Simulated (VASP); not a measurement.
# SrTiO3 (P4mm) in VASP: further runs

Runs on SrTiO3. Level: PBE. Tasks: single point.

Everything below comes from runs of VASP 6.6.1. Logs are shortened: lines on timing, memory, paths and dates and some standing lists are left out, and cuts for length are marked.

## Step 1: The cell of the first run

It takes space group P4mm (No. 99, tetragonal). The conventional cell has a = 3.936 Å, b = 3.936 Å, c = 3.936 Å, α = 90.00°, β = 90.00°, γ = 90.00°. Sr (site symmetry 4mm) has 12 O at 2.50 to 3.10 Å and 4 Ti at 3.14 Å within 3.3 Å. Within 2.4 Å of Ti (site symmetry 4mm) lie 6 O at 1.81 to 2.12 Å. O (site symmetry 4mm) has 2 Ti at 1.81 to 2.12 Å within 2.4 Å. Within 2.6 Å of O (site symmetry 2mm) lie 2 Ti at 1.97 Å and 2 Sr at 2.50 Å.

## Step 2: Single point, PBE (mode 1 frozen in at -0.019 Å and mode 7 at +0.288 Å (largest displacements))

INCAR reads:

```
SYSTEM = SrTiO3
PREC = Accurate
ENCUT = 520
EDIFF = 1E-6
ISMEAR = 0
SIGMA = 0.05
LREAL = .False.
LASPH = .True.
NELM = 80
ALGO = Normal
ISIF = 2
LWAVE = .False.
LCHARG = .True.
GGA = PE
LELF = .True.
LVHAR = .True.
NBANDS = 28
```

KPOINTS reads:

```
Automatic mesh
0
Gamma
  8 8 8
  0 0 0
```

POSCAR reads:

```
SrTiO3
1.0
    3.9364094381      0.0000000000      0.0000000000
    0.0000000000      3.9364094381      0.0000000000
    0.0000000000      0.0000000000      3.9364094381
Sr Ti O
1 1 3
Direct
    0.0606362401      0.0000000000      0.0000000000
    0.4300638019      0.5000000000      0.5000000000
   -0.0302882481      0.5000000000      0.5000000000
    0.4537243052      0.0000000000      0.5000000000
    0.4537243052      0.5000000000      0.0000000000
```

Potentials or basis: VASP PAW PBE potentials, release 64 (Sr_sv, Ti_sv, O).

Started as:

```
$ cat potpaw_PBE.64/Sr_sv/POTCAR potpaw_PBE.64/Ti_sv/POTCAR potpaw_PBE.64/O/POTCAR > POTCAR
$ mpirun -np 1 vasp_std > vasp.out
```

OUTCAR:

```text
SYSTEM = SrTiO3
   PREC = Accurate
   ENCUT = 520
   EDIFF = 1E-6
   ISMEAR = 0
   LREAL = .False.
   LASPH = .True.
   NELM = 80
   ISIF = 2
   GGA = PE

 ion  position               nearest neighbor table
   1  0.061  0.000  0.000-   4 2.50   5 2.50   4 2.50   5 2.50   3 2.81   3 2.81   3 2.81   3 2.81
                             4 3.10   5 3.10   4 3.10   5 3.10   2 3.14   2 3.14   2 3.14   2 3.14
   2  0.430  0.500  0.500-   3 1.81   4 1.97   5 1.97   5 1.97   4 1.97   3 2.12   1 3.14   1 3.14
                             1 3.14   1 3.14   1 3.73   1 3.73   1 3.73   1 3.73
   3  0.970  0.500  0.500-   2 1.81   2 2.12   1 2.81   1 2.81   1 2.81   1 2.81
   4  0.454  0.000  0.500-   2 1.97   2 1.97   1 2.50   1 2.50   1 3.10   1 3.10
   5  0.454  0.500  0.000-   2 1.97   2 1.97   1 2.50   1 2.50   1 3.10   1 3.10

  LATTYP: Found a simple cubic cell.
 ALAT       =     3.9364094381

  Lattice vectors:

 A1 = (   3.9364094381,   0.0000000000,   0.0000000000)
 A2 = (   0.0000000000,   3.9364094381,   0.0000000000)
 A3 = (   0.0000000000,   0.0000000000,   3.9364094381)

Analysis of symmetry for initial positions (statically):
=====================================================================
 Subroutine PRICEL returns:
 Original cell was already a primitive cell.

 Routine SETGRP: Setting up the symmetry group for a
 simple cubic supercell.

 Subroutine GETGRP returns: Found  8 space group operations
 (whereof  8 operations were pure point group operations)
 out of a pool of 48 trial point group operations.

The static configuration has the point symmetry C_4v.

Analysis of symmetry for dynamics (positions and initial velocities):
=====================================================================
 Subroutine PRICEL returns:
 Original cell was already a primitive cell.

 Routine SETGRP: Setting up the symmetry group for a
 simple cubic supercell.

 Subroutine GETGRP returns: Found  8 space group operations
 (whereof  8 operations were pure point group operations)
 out of a pool of 48 trial point group operations.

The dynamic configuration has the point symmetry C_4v.

 Subroutine INISYM returns: Found  8 space group operations
 (whereof  8 operations are pure point group operations),
 and found     1 'primitive' translations

----------------------------------------------------------------------------------------

                                     Primitive cell

  volume of cell :      60.9959

  direct lattice vectors                    reciprocal lattice vectors
     3.936409438  0.000000000  0.000000000     0.254038615  0.000000000  0.000000000
     0.000000000  3.936409438  0.000000000     0.000000000  0.254038615  0.000000000
     0.000000000  0.000000000  3.936409438     0.000000000  0.000000000  0.254038615

  length of vectors
     3.936409438  3.936409438  3.936409438     0.254038615  0.254038615  0.254038615

  position of ions in fractional coordinates (direct lattice)
     0.060636240  0.000000000  0.000000000
     0.430063802  0.500000000  0.500000000
     0.969711752  0.500000000  0.500000000
     0.453724305  0.000000000  0.500000000
     0.453724305  0.500000000  0.000000000

  ion indices of the primitive-cell ions
   primitive index   ion index
                 1           1
                 2           2
                 3           3
                 4           4
                 5           5

----------------------------------------------------------------------------------------

 KPOINTS: Automatic mesh

Automatic generation of k-mesh.
 Grid dimensions read from file:
 generate k-points for:    8    8    8

 Generating k-lattice:

  Cartesian coordinates                     Fractional coordinates (reciprocal lattice)
     0.031754827  0.000000000  0.000000000     0.125000000  0.000000000  0.000000000
     0.000000000  0.031754827  0.000000000     0.000000000  0.125000000  0.000000000
     0.000000000  0.000000000  0.031754827     0.000000000  0.000000000  0.125000000

  Length of vectors
     0.031754827  0.031754827  0.031754827

  Shift w.r.t. Gamma in fractional coordinates (k-lattice)
     0.000000000  0.000000000  0.000000000

 Subroutine IBZKPT returns following result:
 ===========================================

 Found     75 irreducible k-points:

 Following reciprocal coordinates:
            Coordinates               Weight
  0.000000  0.000000  0.000000      1.000000
  0.125000  0.000000  0.000000      2.000000
  0.000000  0.125000  0.000000      4.000000
  0.250000  0.000000  0.000000      2.000000
  0.000000  0.250000  0.000000      4.000000
  0.375000  0.000000  0.000000      2.000000
[... 16 lines left out ...]
  0.375000  0.250000  0.000000      8.000000
  0.000000  0.375000  0.250000      8.000000
 [... further k-points ...]
   k-points           NKPTS =     75   k-points in BZ     NKDIM =     75   number of bands    NBANDS=     28
   number of dos      NEDOS =    301   number of ions     NIONS =      5
   total plane-waves  NPLWV =  27000
   dimension x,y,z NGX =    30 NGY =   30 NGZ =   30
   dimension x,y,z NGXF=    60 NGYF=   60 NGZF=   60
   ions per type =               1   1   3
   NGX,Y,Z   is equivalent  to a cutoff of  12.67, 12.67, 12.67 a.u.
   NGXF,Y,Z  is equivalent  to a cutoff of  25.34, 25.34, 25.34 a.u.
 SYSTEM =  SrTiO3
   PREC   = accura    normal or accurate (medium, high low for compatibility)
   ISTART =      0    job   : 0-new  1-cont  2-samecut
   ICHARG =      2    charge: 1-file 2-atom 10-const
   ISPIN  =      1    spin polarized calculation?
   LNONCOLLINEAR =      F non collinear calculations
   LSORBIT =      F    spin-orbit coupling
   LASPH  =      T    aspherical Exc in radial PAW
   ENCUT  =  520.0 eV  38.22 Ry    6.18 a.u.   7.32  7.32  7.32*2*pi/ulx,y,z
   NELM   =     80;   NELMIN=  2; NELMDL= -5     # of ELM steps
   EDIFF  = 0.1E-05   stopping-criterion for ELM
   LREAL  =      F    real-space projection
   EDIFFG = 0.1E-04   stopping-criterion for IOM
   NSW    =      0    number of steps for IOM
   IBRION =     -1    ionic relax: 0-MD 1-quasi-New 2-CG
   NFREE  =      0    steps in history (QN), initial steepest desc. (CG)
   ISIF   =      2    stress and relaxation
   ISYM   =      2    0-nonsym 1-usesym 2-fastsym
   POTIM  = 0.5000    time-step for ionic-motion
   TEBEG  =    0.0;   TEEND  =   0.0 temperature during run
   PSTRESS=    0.0 pullay stress
   NELECT =      40.0000    total number of electrons
   NUPDOWN=      -1.0000    fix difference up-down
   EMIN   =  10.00;   EMAX   =-10.00  energy-range for DOS
   EFERMI =   0.00;   METHOD = LEGACY
   ISMEAR =     0;   SIGMA  =   0.05  broadening in eV -4-tet -1-fermi 0-gaus
   EFERMI_NEDOS =   21; number of points for ismear=-14 and -15
   IALGO  =     38    algorithm
   IMIX   =      4    mixing-type and parameters
     AMIX     =   0.40;   BMIX     =  1.00
     AMIX_MAG =   1.60;   BMIX_MAG =  1.00
  volume/ion in A,a.u.               =      12.20        82.32
  Fermi-wavevector in a.u.,A,eV,Ry     =   1.422311  2.687778 27.524158  2.022969
  Thomas-Fermi vector in A             =   2.543028
   LORBIT       =      0    0 simple, 1 ext, 2 COOP (PROOUT), +10 PAW based schemes
   GGA     = PE    functional components
   LHFCALC =     F    Hartree Fock is set to
   AEXX    =    0.0000 exact exchange contribution
   IVDW    =     0    specifies the selected vdW correction
   LEPSILON=     F    determine dielectric tensor
   LRPA    =     F    only Hartree local field effects (RPA)
 non-spin polarized calculation
 Gauss-broadening in eV      SIGMA  =   0.05
  energy-cutoff  :      520.00
  volume of cell :       61.00
 maximum number of plane-waves:      1671
 NGX is ok and might be reduce to    30
   NGX = 15   NGY = 15   NGZ = 15

 number of electron      39.9999993 magnetization

 Free energy of the ion-electron system (eV)
  ---------------------------------------------------
  ext. energy  EPLUGINS =         0.00000000
  ---------------------------------------------------
  free energy    TOTEN  =       -39.65985702 eV

  energy without entropy =      -39.65985702  energy(sigma->0) =      -39.65985702

 E-fermi :   4.1985     XC(G=0): -11.0783

 val. band max:        3.8013742397   @ k =   0.5000   0.5000   0.0000
 cond. band min:       5.6215787381   @ k =   0.0000   0.0000   0.0000
 fundamental gap:      1.8202044984
 Fermi energy:         4.1984938539

 k-point     1 :       0.0000    0.0000    0.0000
  band No.  band energies     occupation
      1     -52.5371      2.00000
      2     -28.8672      2.00000
      3     -28.7885      2.00000
      4     -28.7885      2.00000
      5     -28.7029      2.00000
      6     -13.5577      2.00000
[... 20 lines left out ...]
     27       9.9595      0.00000
     28       9.9826      0.00000

 k-point     2 :       0.1250    0.0000    0.0000
  band No.  band energies     occupation
      1     -52.5369      2.00000
      2     -28.8805      2.00000
      3     -28.7881      2.00000
      4     -28.7881      2.00000
      5     -28.6960      2.00000
      6     -13.5701      2.00000
[... 20 lines left out ...]
     27      10.2088      0.00000
     28      10.3517      0.00000

 k-point     3 :       0.0000    0.1250    0.0000
  band No.  band energies     occupation
      1     -52.5369      2.00000
      2     -28.8738      2.00000
      3     -28.8085      2.00000
      4     -28.7880      2.00000
      5     -28.6818      2.00000
      6     -13.5597      2.00000
[... 20 lines left out ...]
     27      10.1841      0.00000
     28      10.2906      0.00000

 k-point     4 :       0.2500    0.0000    0.0000
  band No.  band energies     occupation
      1     -52.5364      2.00000
      2     -28.9101      2.00000
      3     -28.7872      2.00000
      4     -28.7872      2.00000
      5     -28.6816      2.00000
      6     -13.6280      2.00000
[... 578 lines left out ...]
     27      11.3980      0.00000
     28      11.6299      0.00000

 k-point    23 :       0.3750    0.2500    0.0000
  band No.  band energies     occupation
      1     -52.5353      2.00000
      2     -28.9230      2.00000
      3     -28.8444      2.00000
      4     -28.7849      2.00000
      5     -28.6469      2.00000
      6     -13.4919      2.00000
[... 20 lines left out ...]
     27      11.9666      0.00000
     28      12.5404      0.00000

 k-point    24 :       0.0000    0.3750    0.2500
  band No.  band energies     occupation
      1     -52.5352      2.00000
      2     -28.9021      2.00000
      3     -28.8238      2.00000
      4     -28.8213      2.00000
      5     -28.6516      2.00000
      6     -13.4461      2.00000
[... 20 lines left out ...]
     27      11.9435      0.00000
     28      11.9874      0.00000

 [... further k-points ...]
[... 5 lines left out ...]
  --------------------------------------------------------------------------------------
  -------------------------------------------------------------------------------------
  Total        3.0748967      2.5156891      2.5156891      0.0000000      0.0000000      0.0000000
  in kB       80.7681854     66.0795003     66.0795003      0.0000000      0.0000000      0.0000000
  external PRESSURE =      70.9757286 kB  Pullay stress =       0.0000000 kB

 VOLUME and BASIS-vectors are now :
 -----------------------------------------------------------------------------
  energy-cutoff  :      520.00
  volume of cell :       61.00
      direct lattice vectors                 reciprocal lattice vectors
     3.936409438  0.000000000  0.000000000     0.254038615  0.000000000  0.000000000
     0.000000000  3.936409438  0.000000000     0.000000000  0.254038615  0.000000000
     0.000000000  0.000000000  3.936409438     0.000000000  0.000000000  0.254038615

 POSITION                                       TOTAL-FORCE (eV/Angst)
 -----------------------------------------------------------------------------------
      0.23869      0.00000      0.00000        -1.903666      0.000000      0.000000
      1.69291      1.96820      1.96820         1.622581      0.000000     -0.000000
      3.81718      1.96820      1.96820        -0.415382      0.000000     -0.000000
      1.78604      0.00000      1.96820         0.348234     -0.000000     -0.000000
      1.78604      1.96820      0.00000         0.348234      0.000000      0.000000
 -----------------------------------------------------------------------------------
    total drift:                                0.000280     -0.000000      0.000001

  FREE ENERGIE OF THE ION-ELECTRON SYSTEM (eV)
  ---------------------------------------------------
  free  energy   TOTEN  =       -39.6598570217 eV

  energy  without entropy=      -39.6598570217  energy(sigma->0) =      -39.65985702
```

It took 57 s on 1 thread of Intel Xeon 6975P-C (Granite Rapids), shared host; peak memory 0.26 GiB.

Results:

```yaml
Free_energy: -39.6599 eV
Pressure: 7.1 GPa
Largest_force: 1.904 eV/Å
Band_gap_on_the_k_mesh: 1.82 eV, indirect (least direct gap 2.28 eV)
```

Forces on the atoms (eV/Å):
```
Sr  -1.904  0.000  0.000
Ti   1.623  0.000  0.000
O   -0.415  0.000  0.000
O    0.348  0.000  0.000
O    0.348  0.000  0.000
```

Stress tensor (GPa, compression positive):
```
8.08 0.00 0.00
0.00 6.61 0.00
0.00 0.00 6.61
```

Caveat: the cell differs from its parent crystal (mode 1 frozen in at -0.019 Å and mode 7 at +0.288 Å (largest displacements)); forces of over 1 eV/Å act on the atoms, so gaps and moduli don't describe the material at rest. A k mesh can miss the band edges.

## Step 3: Single point, PBE (mode 1 frozen in at -0.058 Å and mode 7 at -0.288 Å (largest displacements))

INCAR reads:

```
  PREC = Accurate
  ENCUT = 520
  EDIFF = 1E-7
  ISMEAR = 0
  SIGMA = 0.05
  LREAL = False
  LASPH = True
  NELM = 100
  ALGO = Normal
  ISIF = 2
  LWAVE = False
  LCHARG = True
  GGA = PE
  LELF = True
  LVHAR = True
  NBANDS = 28
```

KPOINTS reads:

```
regular mesh
0
Gamma
  8 8 8
```

POSCAR reads:

```
SrTiO3
1.0
    3.9364094381      0.0000000000      0.0000000000
    0.0000000000      3.9364094381      0.0000000000
    0.0000000000      0.0000000000      3.9364094381
Sr Ti O
1 1 3
Direct
   -0.0579021384      0.0000000000      0.0000000000
    0.5828438896      0.5000000000      0.5000000000
    0.0107780825      0.5000000000      0.5000000000
    0.5292349008      0.0000000000      0.5000000000
    0.5292349008      0.5000000000      0.0000000000
```

Potentials or basis: VASP PAW PBE potentials, release 64 (Sr_sv, Ti_sv, O).

Started as:

```
$ cat potpaw_PBE.64/Sr_sv/POTCAR potpaw_PBE.64/Ti_sv/POTCAR potpaw_PBE.64/O/POTCAR > POTCAR
$ mpirun -np 1 vasp_std > vasp.out
```

It took 60 s on 1 thread of Intel Xeon 6975P-C (Granite Rapids), shared host; peak memory 0.26 GiB.

Results (log left out):

```yaml
Free_energy: -39.4598 eV
Pressure: 10.5 GPa
Largest_force: 4.420 eV/Å
Band_gap_on_the_k_mesh: 1.95 eV, indirect (least direct gap 2.50 eV)
```

Forces on the atoms (eV/Å):
```
Sr   1.717  0.000  0.000
Ti  -4.420  0.000  0.000
O    2.837  0.000  0.000
O   -0.067  0.000  0.000
O   -0.067  0.000  0.000
```

Stress tensor (GPa, compression positive):
```
18.32  0.00  0.00
 0.00  6.65  0.00
 0.00  0.00  6.65
```

Levels at points of the mesh, in eV from the valence-band top:
| k point | band 16 | band 17 | band 18 | band 19 | band 20 | band 21 | band 22 | band 23 | band 24 | band 25 |
| --- | --- | --- | --- | --- | --- | --- | --- | --- | --- | --- |
| (0.00, 0.00, 0.00) | -1.90 | -1.16 | -1.00 | -0.55 | -0.55 | 1.95 | 3.02 | 3.02 | 4.58 | 5.26 |
| (0.50, 0.00, 0.00) | -2.42 | -2.15 | -1.89 | -0.66 | -0.66 | 2.10 | 4.39 | 4.39 | 4.57 | 6.76 |
| (0.00, 0.50, 0.00) | -2.29 | -2.15 | -1.45 | -1.27 | -1.07 | 3.22 | 3.87 | 4.15 | 5.05 | 6.35 |
| (0.50, 0.50, 0.00) | -2.58 | -1.70 | -1.41 | -1.34 | -0.25 | 3.88 | 4.44 | 4.63 | 5.52 | 7.76 |
| (0.00, 0.50, 0.50) | -2.67 | -1.96 | -1.96 | -1.73 | -0.08 | 4.20 | 4.22 | 4.22 | 5.41 | 7.60 |
| (0.50, 0.50, 0.50) | -3.73 | -3.36 | -0.20 | -0.20 | 0.00 | 4.44 | 4.68 | 4.68 | 6.45 | 7.22 |

Caveat: the cell differs from its parent crystal (mode 1 frozen in at -0.058 Å and mode 7 at -0.288 Å (largest displacements)); forces of over 1 eV/Å act on the atoms, so gaps and moduli don't describe the material at rest.

## Step 4: Single point, PBE (mode 1 frozen in at -0.038 Å and mode 7 at +0.288 Å (largest displacements))

INCAR reads:

```
SYSTEM = SrTiO3
ALGO     = Normal         ! electronic algorithm
EDIFF    = 1E-6           ! SCF threshold, eV
ENCUT    = 520            ! plane-wave cutoff, eV
GGA      = PE             ! functional
ISIF     = 2              ! what is computed and relaxed
ISMEAR   = 0              ! smearing method
LASPH    = .True.         ! aspherical terms in the spheres
LCHARG   = .False.        ! write CHGCAR
LREAL    = .False.        ! projectors in reciprocal space
LWAVE    = .False.        ! write WAVECAR
NBANDS   = 28             ! bands
NELM     = 60             ! most SCF steps
PREC     = Accurate       ! precision mode
SIGMA    = 0.05           ! smearing width, eV
```

KPOINTS reads:

```
k-points
0
Gamma
  8 8 8
  0 0 0
```

POSCAR reads:

```
SrTiO3
1.0
    3.9364094381      0.0000000000      0.0000000000
    0.0000000000      3.9364094381      0.0000000000
    0.0000000000      0.0000000000      3.9364094381
Sr Ti O
1 1 3
Direct
    0.0613197655      0.0000000000      0.0000000000
    0.4332907248      0.5000000000      0.5000000000
   -0.0351657895      0.5000000000      0.5000000000
    0.4494641067      0.0000000000      0.5000000000
    0.4494641067      0.5000000000      0.0000000000
```

Started as:

```
$ cat potpaw_PBE.64/Sr_sv/POTCAR potpaw_PBE.64/Ti_sv/POTCAR potpaw_PBE.64/O/POTCAR > POTCAR
$ mpirun -np 1 vasp_std > vasp.out
```

Wall time 57 s (1 thread of Intel Xeon 6975P-C (Granite Rapids), shared host); peak memory 0.26 GiB.

Results (log left out):

- Free energy: -39.6663 eV
- Pressure: 6.7 GPa
- Largest force: 1.962 eV/Å
- Band gap on the k mesh: 1.75 eV, indirect (least direct gap 2.20 eV)

Forces on the atoms (eV/Å):
```
Sr  -1.962  0.000  0.000
Ti   1.345  0.000  0.000
O   -0.172  0.000  0.000
O    0.394  0.000  0.000
O    0.394  0.000  0.000
```

Stress tensor (GPa, compression positive):
```
6.76 0.00 0.00
0.00 6.64 0.00
0.00 0.00 6.64
```

Levels at points of the mesh, in eV from the valence-band top:
| k point | band 18 | band 19 | band 20 | band 21 | band 22 | band 23 |
| --- | --- | --- | --- | --- | --- | --- |
| (0.00, 0.00, 0.00) | -0.48 | -0.45 | -0.45 | 1.75 | 2.13 | 2.13 |
| (0.50, 0.00, 0.00) | -1.92 | -0.80 | -0.80 | 1.88 | 3.83 | 3.83 |
| (0.00, 0.50, 0.00) | -1.33 | -0.83 | -0.70 | 2.25 | 3.66 | 3.76 |
| (0.50, 0.50, 0.00) | -1.55 | -1.41 | 0.00 | 3.67 | 3.86 | 4.30 |
| (0.00, 0.50, 0.50) | -1.62 | -1.62 | -0.33 | 3.82 | 3.82 | 4.11 |
| (0.50, 0.50, 0.50) | -0.26 | -0.01 | -0.01 | 4.34 | 4.41 | 4.41 |

Caveat: the cell differs from its parent crystal (mode 1 frozen in at -0.038 Å and mode 7 at +0.288 Å (largest displacements)); forces of over 1 eV/Å act on the atoms, so gaps and moduli don't describe the material at rest. A k mesh can miss the band edges.
